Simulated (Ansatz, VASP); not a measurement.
## SiC in VASP and in Ansatz

```
CELL_PARAMETERS angstrom
3.13362 0.00000 0.00000
-1.56681 2.71379 0.00000
0.00000 0.00000 4.94014
ATOMIC_POSITIONS crystal
Si 0.33333 0.66667 0.00456
Si 0.66667 0.33333 0.50456
C 0.33333 0.66667 0.38044
C 0.66667 0.33333 0.88044
```

Alike in both runs: task relaxation of the atoms; functional PBE; k mesh 12 × 12 × 6; occupations gaussian, width 0.05 eV; no spin polarisation.

```csv
,VASP,Ansatz
version,VASP 6.6.1,Ansatz 0.2.0
potentials or method,"VASP PAW PBE potentials, release 64 (Si, C), cutoff 520 eV","scalar-relativistic, plane waves, PAW"
valence electrons in the cell,16,16
```

```csv
,VASP,Ansatz,Ansatz less VASP
"gap on the k mesh at the Fermi level, each at its own relaxed structure (eV)",2.28,2.28,+0.005
```

Ansatz's warnings: stress scf threshold loose.
